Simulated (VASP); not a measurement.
Wanted: the native input for a VASP 6.6.1 run.

- Task: single point
- Functional: LDA
- Potentials or basis: VASP PAW LDA potentials, release 64 (Ni_sv_GW, O)
- Cutoff: 700 eV
- k mesh: 12 × 12 × 6
- Occupations: gaussian, width 0.05 eV
- Spin: no spin polarisation
- Dipole correction: no
- Further INCAR settings: ALGO = Normal; EDIFF = 1e-06; NBANDS = 22

The structure of NiO2 lies in POSCAR:

```
NiO2
1.0
    2.8475295614      0.0000000000      0.0000000000
   -1.4237647807      2.4660329382      0.0000000000
    0.0000000000      0.0000000000      3.9594898551
Ni O
1 2
Direct
    0.0000000000      0.0000000000      0.5000000000
    0.6666666667      0.3333333333      0.6948483030
    0.3333333333      0.6666666667      0.3051516970
```

This cell differs from its parent crystal: atoms shifted along a free coordinate, c/a of the conventional cell at fixed volume 1.3905.

One way to write it, as run:

INCAR

```
SYSTEM = NiO2
PREC = Accurate
ENCUT = 700
EDIFF = 1E-6
ISMEAR = 0
SIGMA = 0.05
LREAL = .FALSE.
LASPH = .TRUE.
NELM = 120
ALGO = Normal
ISIF = 2
LWAVE = .FALSE.
LCHARG = .TRUE.
LELF = .TRUE.
LVHAR = .TRUE.
NBANDS = 22
GGA_COMPAT = .FALSE.
```

KPOINTS

```
Automatic mesh
0
G
  12 12 6
  0 0 0
```

Potentials or basis: VASP PAW LDA potentials, release 64 (Ni_sv_GW, O).

The run is started by

```bash
$ cat potpaw_LDA.64/Ni_sv_GW/POTCAR potpaw_LDA.64/O/POTCAR > POTCAR
$ mpirun -np 1 vasp_std > vasp.out
```

It gave:

| Quantity | Value |
| --- | --- |
| Pressure | 11.1 GPa |
| Largest force | 2.228 eV/Å |
| Band gap on the k mesh | 0.51 eV (least direct gap 0.99 eV) |

Caveat: the stress differs along the axes, from 7 to 19 GPa; the run has no spin polarisation, though such a crystal can be magnetic; forces of over 1 eV/Å act on the atoms, so gaps and moduli don't describe the material at rest.

Wall time 55 s on 1 thread of AMD EPYC 9R45 96-Core Processor (Zen 5), on a shared host, peak memory 0.21 GiB.
